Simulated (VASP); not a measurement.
Set up this calculation in VASP 6.6.1, as the native input.

```yaml
Task: relaxation of cell and atoms
Functional: PBE
Potentials_or_basis: VASP PAW PBE potentials, release 64 (Zr_sv, Nb_sv, N)
Cutoff: 600 eV
k_mesh: 8 × 8 × 6
Occupations: gaussian, width 0.1 eV
Spin: no spin polarisation
Dipole_correction: no
Further_INCAR_settings: ALGO = Normal; EDIFF = 1e-06; IBRION = 2; EDIFFG = -0.01; NSW = 100; ISIF = 3
```

The structure of ZrNb2N4 lies in POSCAR:

```
ZrNb2N4
1.0
    3.6621104572      0.0000000000      0.0000000000
    0.0000000000      4.2891560555      0.0000000000
    0.0000000000      0.0000000000      6.3579957756
Zr Nb N
1 2 4
Direct
    0.0000000000      0.0000000000      0.6328454194
    0.5000000000      0.0000000000      0.1737153772
    0.5000000000      0.5000000000      0.8481856500
    0.0000000000      0.5000000000      0.7106243821
    0.5000000000      0.5000000000      0.1520147918
    0.5000000000      0.0000000000      0.8410879332
    0.0000000000      0.0000000000      0.3081774263
```

The cell was generated, and may not be a known phase.

One way to write it, as run:

INCAR

```
ALGO     = Normal         # electronic algorithm
EDIFF    = 1E-6           # SCF threshold, eV
EDIFFG   = -0.01          # ionic threshold
ENCUT    = 600            # plane-wave cutoff, eV
GGA      = PE             # functional
IBRION   = 2              # ionic algorithm
ISIF     = 3              # what is computed and relaxed
ISMEAR   = 0              # smearing method
LASPH    = T              # aspherical terms in the spheres
LCHARG   = F              # write CHGCAR
LREAL    = F              # projectors in reciprocal space
LWAVE    = F              # write WAVECAR
NELM     = 80             # most SCF steps
NSW      = 100            # ionic steps
PREC     = Accurate       # precision mode
SIGMA    = 0.1            # smearing width, eV
```

KPOINTS

```
k-points
0
Gamma
  8 8 6
```

Potentials or basis: VASP PAW PBE potentials, release 64 (Zr_sv, Nb_sv, N).

The run is started by

```sh
$ cat potpaw_PBE.64/Zr_sv/POTCAR potpaw_PBE.64/Nb_sv/POTCAR potpaw_PBE.64/N/POTCAR > POTCAR
$ mpirun -np 1 vasp_std > vasp.out
```

It gave:

| Quantity | Value |
| --- | --- |
| Relaxed volume | 14.24 Å³/atom |
| Relaxed cell | a = 3.659 Å, b = 4.285 Å, c = 6.358 Å, α = 90.00°, β = 90.00°, γ = 90.00° |
| Space group after relaxing (to 0.1 Å) | Pmm2 (No. 25) |
| Energy gained by relaxing | 0.2 meV/atom |
| Ionic steps | 11 |
| Pressure after relaxing | 0.0 GPa |
| Largest force after relaxing | 0.010 eV/Å |
| Band gap on the k mesh | zero (bands 29 and 30 overlap by 2.09 eV) |

Wall time 19 min on 1 thread of AMD EPYC 9R45 96-Core Processor (Zen 5), on a shared host, peak memory 0.49 GiB.
